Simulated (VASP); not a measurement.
A run of VASP 6.6.1 is set up as follows.

Contents of INCAR:

```
PREC = Accurate
ENCUT = 520
EDIFF = 1E-6
ISMEAR = 0
SIGMA = 0.1
LREAL = F
LASPH = T
NELM = 100
ALGO = Fast
ISIF = 2
LWAVE = F
LCHARG = F
GGA = PE
NBANDS = 36
```

File KPOINTS:

```
regular mesh
0
Gamma
  6 6 2
```

POSCAR

```
TaAlMo3
1.0
    3.6312637200      0.0000000000      0.0000000000
    0.0000000000      3.6312637200      0.0000000000
    0.0000000000      0.0000000000      7.9095828500
Ta Al Mo
1 1 3
Direct
    0.0000000000      0.0000000000      0.5000000000
    0.5000000000      0.5000000000      0.0000000000
    0.5000000000      0.5000000000      0.3309650600
    0.5000000000      0.5000000000      0.6690349400
    0.0000000000      0.0000000000      0.0000000000
```

Potentials or basis: VASP PAW PBE potentials, release 64 (Ta_pv, Al, Mo_sv).

Launch:

```sh
$ cat potpaw_PBE.64/Ta_pv/POTCAR potpaw_PBE.64/Al/POTCAR potpaw_PBE.64/Mo_sv/POTCAR > POTCAR
$ mpirun -np 1 vasp_std > vasp.out
```

Question: Predict the band gap on the k mesh.

Answer: Zero (bands 28 and 29 overlap by 0.62 eV).

Question: What does it give for the largest force?

Answer: 1.409 eV/Å.

Forces on the atoms (eV/Å):
```
Ta   0.000  0.000  0.000
Al   0.000  0.000  0.000
Mo   0.000  0.000  1.409
Mo   0.000  0.000 -1.409
Mo   0.000  0.000  0.000
```

Caveat: the k points lie up to 0.40 Å⁻¹ apart, too coarse for converged energies and pressures of a metal; spin-orbit coupling is left out, which moves the levels of the heavy elements; forces of over 1 eV/Å act on the atoms, so gaps and moduli don't describe the material at rest.
